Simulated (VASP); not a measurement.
# Bi2Te3 (R-3m) in VASP: relaxation of cell and atoms with PBE

Aim: the relaxation of cell and atoms of Bi2Te3 with PBE.

Everything below comes from runs of VASP 6.6.1. Logs are shortened: lines on timing, memory, paths and dates and some standing lists are left out, and cuts for length are marked.

## Step 1: The cell of the first run

It takes space group R-3m (No. 166, trigonal). Conventional cell: a = 4.448 Å, b = 4.448 Å, c = 32.051 Å, α = 90.00°, β = 90.00°, γ = 120.00°. Bi (site symmetry 3m) has 6 Te at 3.09 to 3.29 Å within 4.1 Å. Within 4.6 Å of Te (site symmetry -3m) lie 6 Bi at 3.29 Å and 12 Te at 4.45 to 4.56 Å. Te (site symmetry 3m) has 3 Bi at 3.09 Å and 3 Te at 4.06 Å within 4.1 Å.

## Step 2: Relaxation of cell and atoms, PBE

Input file INCAR:

```
PREC = Accurate
ENCUT = 600
EDIFF = 1E-6
ISMEAR = 0
SIGMA = 0.02
LREAL = False
LASPH = True
NELM = 60
ALGO = Normal
ISIF = 3
LWAVE = False
LCHARG = False
GGA = PE
IBRION = 2
NSW = 100
EDIFFG = -0.005
KPAR = 4
```

Input file KPOINTS:

```
Automatic mesh
0
Gamma
  9 9 9
```

Input file POSCAR:

```
Bi2Te3
1.0
    2.2240699066      1.2840673592     10.6836061949
   -2.2240699066      1.2840673592     10.6836061949
    0.0000000000     -2.5681347185     10.6836061949
Bi Te
2 3
Direct
    0.3974180612      0.3974180612      0.3974180612
    0.6025819388      0.6025819388      0.6025819388
    0.0000000000      0.0000000000      0.0000000000
    0.2156238345      0.2156238345      0.2156238345
    0.7843761655      0.7843761655      0.7843761655
```

Potentials or basis: VASP PAW PBE potentials, release 64 (Bi_d, Te).

Started as:

```sh
$ cat potpaw_PBE.64/Bi_d/POTCAR potpaw_PBE.64/Te/POTCAR > POTCAR
$ mpirun -np 4 vasp_std > vasp.out
```

OUTCAR:

```text
PREC = Accurate
   ENCUT = 600
   EDIFF = 1E-6
   ISMEAR = 0
   LREAL = False
   LASPH = True
   NELM = 60
   ISIF = 3
   GGA = PE
   IBRION = 2
   NSW = 100
   EDIFFG = -0.005

 ion  position               nearest neighbor table
   1  0.397  0.397  0.397-   5 3.09   5 3.09   5 3.09   3 3.29   3 3.29   3 3.29
   2  0.603  0.603  0.603-   4 3.09   4 3.09   4 3.09   3 3.29   3 3.29   3 3.29
   3  0.000  0.000  0.000-   2 3.29   1 3.29   2 3.29   2 3.29   1 3.29   1 3.29
   4  0.216  0.216  0.216-   2 3.09   2 3.09   2 3.09
   5  0.784  0.784  0.784-   1 3.09   1 3.09   1 3.09

  LATTYP: Found a trigonal (rhomboedric) cell.
 ALAT       =    10.9879368973
 COS(alpha) =     0.9180602660

  Lattice vectors:

 A1 = (   2.2240699066,   1.2840673592,  10.6836061949)
 A2 = (  -2.2240699066,   1.2840673592,  10.6836061949)
 A3 = (   0.0000000000,  -2.5681347185,  10.6836061949)

Analysis of symmetry for initial positions (statically):
=====================================================================
 Subroutine PRICEL returns:
 Original cell was already a primitive cell.

 Routine SETGRP: Setting up the symmetry group for a
 trigonal (rhombohedral) supercell.

 Subroutine GETGRP returns: Found 12 space group operations
 (whereof 12 operations were pure point group operations)
 out of a pool of 12 trial point group operations.

The static configuration has the point symmetry D_3d.

Analysis of symmetry for dynamics (positions and initial velocities):
=====================================================================
 Subroutine PRICEL returns:
 Original cell was already a primitive cell.

 Routine SETGRP: Setting up the symmetry group for a
 trigonal (rhombohedral) supercell.

 Subroutine GETGRP returns: Found 12 space group operations
 (whereof 12 operations were pure point group operations)
 out of a pool of 12 trial point group operations.

The dynamic configuration has the point symmetry D_3d.

 Subroutine INISYM returns: Found 12 space group operations
 (whereof 12 operations are pure point group operations),
 and found     1 'primitive' translations

----------------------------------------------------------------------------------------

                                     Primitive cell

  volume of cell :     183.0650

  direct lattice vectors                    reciprocal lattice vectors
     2.224069907  1.284067359 10.683606195     0.224813077  0.129795891  0.031200451
    -2.224069907  1.284067359 10.683606195    -0.224813077  0.129795891  0.031200451
     0.000000000 -2.568134719 10.683606195     0.000000000 -0.259591781  0.031200451

  length of vectors
    10.987936897 10.987936897 10.987936897     0.261460057  0.261460057  0.261460057

  position of ions in fractional coordinates (direct lattice)
     0.397418061  0.397418061  0.397418061
     0.602581939  0.602581939  0.602581939
     0.000000000  0.000000000  0.000000000
     0.215623835  0.215623835  0.215623835
     0.784376165  0.784376165  0.784376165

  ion indices of the primitive-cell ions
   primitive index   ion index
                 1           1
                 2           2
                 3           3
                 4           4
                 5           5

----------------------------------------------------------------------------------------

 KPOINTS: Automatic mesh

Automatic generation of k-mesh.
 Grid dimensions read from file:
 generate k-points for:    9    9    9

 Generating k-lattice:

  Cartesian coordinates                     Fractional coordinates (reciprocal lattice)
[... 66 lines left out ...]
   ISIF   =      3    stress and relaxation
   ISYM   =      2    0-nonsym 1-usesym 2-fastsym
   POTIM  = 0.5000    time-step for ionic-motion
   TEBEG  =    0.0;   TEEND  =   0.0 temperature during run
   PSTRESS=    0.0 pullay stress
   NELECT =      48.0000    total number of electrons
   NUPDOWN=      -1.0000    fix difference up-down
   EMIN   =  10.00;   EMAX   =-10.00  energy-range for DOS
   EFERMI =   0.00;   METHOD = LEGACY
   ISMEAR =     0;   SIGMA  =   0.02  broadening in eV -4-tet -1-fermi 0-gaus
   EFERMI_NEDOS =   21; number of points for ismear=-14 and -15
   IALGO  =     38    algorithm
   IMIX   =      4    mixing-type and parameters
     AMIX     =   0.40;   BMIX     =  1.00
     AMIX_MAG =   1.60;   BMIX_MAG =  1.00
  volume/ion in A,a.u.               =      36.61       247.08
  Fermi-wavevector in a.u.,A,eV,Ry     =   1.047820  1.980093 14.938208  1.097927
  Thomas-Fermi vector in A             =   2.182716
   LORBIT       =      0    0 simple, 1 ext, 2 COOP (PROOUT), +10 PAW based schemes
   GGA     = PE    functional components
   LHFCALC =     F    Hartree Fock is set to
   AEXX    =    0.0000 exact exchange contribution
   IVDW    =     0    specifies the selected vdW correction
   LEPSILON=     F    determine dielectric tensor
   LRPA    =     F    only Hartree local field effects (RPA)
 conjugate gradient relaxation of ions
 non-spin polarized calculation
 Gauss-broadening in eV      SIGMA  =   0.02
  energy-cutoff  :      600.00
  volume of cell :      183.07
 maximum number of plane-waves:      6142
 NGX is ok and might be reduce to    90
   NGX = 43   NGY = 43   NGZ = 43

--------------------------------------- Ionic step        1  -------------------------------------------

 number of electron      47.9999997 magnetization

 Free energy of the ion-electron system (eV)
  ---------------------------------------------------
  ext. energy  EPLUGINS =         0.00000000
  ---------------------------------------------------
  free energy    TOTEN  =       -18.40315497 eV

  energy without entropy =      -18.40315497  energy(sigma->0) =      -18.40315497

------------------------ aborting loop because EDIFF is reached ----------------------------------------

  FORCE on cell =-STRESS in cart. coord.  units (eV):
  Direction    XX          YY          ZZ          XY          YZ          ZX
  --------------------------------------------------------------------------------------
  -------------------------------------------------------------------------------------
  Total       -0.0003790     -0.0003790      0.0054241      0.0000000     -0.0000000      0.0000000
  in kB       -0.0033166     -0.0033166      0.0474711      0.0000000     -0.0000000      0.0000000
  external PRESSURE =       0.0136126 kB  Pullay stress =       0.0000000 kB

 VOLUME and BASIS-vectors are now :
 -----------------------------------------------------------------------------
  energy-cutoff  :      600.00
  volume of cell :      183.07
      direct lattice vectors                 reciprocal lattice vectors
     2.224069907  1.284067359 10.683606195     0.224813077  0.129795891  0.031200451
    -2.224069907  1.284067359 10.683606195    -0.224813077  0.129795891  0.031200451
     0.000000000 -2.568134719 10.683606195     0.000000000 -0.259591781  0.031200451

 POSITION                                       TOTAL-FORCE (eV/Angst)
 -----------------------------------------------------------------------------------
      0.00000     -0.00000     12.73757         0.000000      0.000000     -0.007418
      0.00000     -0.00000     19.31324         0.000000     -0.000000      0.007418
      0.00000      0.00000      0.00000         0.000000     -0.000000     -0.000000
      0.00000     -0.00000      6.91092         0.000000      0.000000     -0.008963
      0.00000     -0.00000     25.13990         0.000000     -0.000000      0.008963
 -----------------------------------------------------------------------------------
    total drift:                               -0.000000      0.000000     -0.000000

  FREE ENERGIE OF THE ION-ELECTRON SYSTEM (eV)
  ---------------------------------------------------
  free  energy   TOTEN  =       -18.4031549740 eV

  energy  without entropy=      -18.4031549740  energy(sigma->0) =      -18.40315497

--------------------------------------- Ionic step        2  -------------------------------------------

 number of electron      47.9999997 magnetization

 Free energy of the ion-electron system (eV)
  ---------------------------------------------------
  ext. energy  EPLUGINS =         0.00000000
  ---------------------------------------------------
  free energy    TOTEN  =       -18.40316442 eV

  energy without entropy =      -18.40316442  energy(sigma->0) =      -18.40316442

 E-fermi :   5.1355     XC(G=0):  -8.9332

 val. band max:        5.0471373948   @ k =   0.0000   0.0000   0.0000
 cond. band min:       5.5622199593   @ k =   0.0000   0.0000   0.0000
 fundamental gap:      0.5150825645
 Fermi energy:         5.1354765681

 k-point     1 :       0.0000    0.0000    0.0000
  band No.  band energies     occupation
      1     -17.8868      2.00000
      2     -17.8868      2.00000
      3     -17.8857      2.00000
      4     -17.8857      2.00000
      5     -17.8813      2.00000
      6     -17.8803      2.00000
[... 733 lines left out ...]
     27       7.2113      0.00000
     28       7.8937      0.00000

 [... further k-points ...]

------------------------ aborting loop because EDIFF is reached ----------------------------------------

  FORCE on cell =-STRESS in cart. coord.  units (eV):
  Direction    XX          YY          ZZ          XY          YZ          ZX
  --------------------------------------------------------------------------------------
  -------------------------------------------------------------------------------------
  Total       -0.0045935     -0.0045935      0.0056336      0.0000000     -0.0000000      0.0000000
  in kB       -0.0402002     -0.0402002      0.0493029      0.0000000     -0.0000000      0.0000000
  external PRESSURE =      -0.0103658 kB  Pullay stress =       0.0000000 kB

 VOLUME and BASIS-vectors are now :
 -----------------------------------------------------------------------------
  energy-cutoff  :      600.00
  volume of cell :      183.07
      direct lattice vectors                 reciprocal lattice vectors
     2.224061775  1.284062664 10.684165312     0.224813899  0.129796365  0.031198818
    -2.224061775  1.284062664 10.684165312    -0.224813899  0.129796365  0.031198818
     0.000000000 -2.568125329 10.684165312     0.000000000 -0.259592731  0.031198818

 POSITION                                       TOTAL-FORCE (eV/Angst)
 -----------------------------------------------------------------------------------
      0.00000     -0.00000     12.73788         0.000000      0.000000     -0.000854
      0.00000     -0.00000     19.31461         0.000000     -0.000000      0.000854
      0.00000     -0.00000     32.05250         0.000000     -0.000000      0.000000
      0.00000     -0.00000      6.91085         0.000000      0.000000     -0.004697
      0.00000     -0.00000     25.14165         0.000000     -0.000000      0.004697
 -----------------------------------------------------------------------------------
    total drift:                               -0.000000     -0.000000      0.000000

  FREE ENERGIE OF THE ION-ELECTRON SYSTEM (eV)
  ---------------------------------------------------
  free  energy   TOTEN  =       -18.4031644169 eV

  energy  without entropy=      -18.4031644169  energy(sigma->0) =      -18.40316442

 reached required accuracy - stopping structural energy minimisation
```

Run time: 50 min. Hardware: 4 MPI ranks of Oxide Virtual Turin-like, shared host; peak memory 1.8 GiB.

Results:

```yaml
Free_energy: -18.4032 eV
Energy_gained_by_relaxing: 0.0 meV/atom
Ionic_steps: 2
Pressure_after_relaxing: 0.0 GPa
Largest_force_after_relaxing: 0.005 eV/Å
Band_gap_on_the_k_mesh: 0.52 eV
```

Forces on the atoms (eV/Å):
```
Bi   0.000  0.000 -0.001
Bi   0.000  0.000  0.001
Te   0.000  0.000  0.000
Te   0.000  0.000 -0.005
Te   0.000  0.000  0.005
```

Final structure:
```cif
data_structure
_symmetry_space_group_name_H-M 'P 1'
_symmetry_Int_Tables_number 1
_cell_length_a 10.9885
_cell_length_b 10.9885
_cell_length_c 10.9885
_cell_angle_alpha 23.355
_cell_angle_beta 23.355
_cell_angle_gamma 23.355
_cell_volume 183.07
loop_
_atom_site_label
_atom_site_type_symbol
_atom_site_fract_x
_atom_site_fract_y
_atom_site_fract_z
_atom_site_occupancy
Bi1 Bi 0.39741 0.39741 0.39741 1
Bi2 Bi 0.60259 0.60259 0.60259 1
Te1 Te 0.00000 0.00000 0.00000 1
Te2 Te 0.21561 0.21561 0.21561 1
Te3 Te 0.78439 0.78439 0.78439 1
```

Levels at points of the mesh, in eV from the valence-band top:
```csv
k point,band 21,band 22,band 23,band 24,band 25,band 26,band 27,band 28
"(0.00, 0.00, 0.00)",-1.28,-0.60,-0.60,0.00,0.52,1.10,1.10,2.05
```

Caveat: spin-orbit coupling is left out, which moves the levels of the heavy elements.
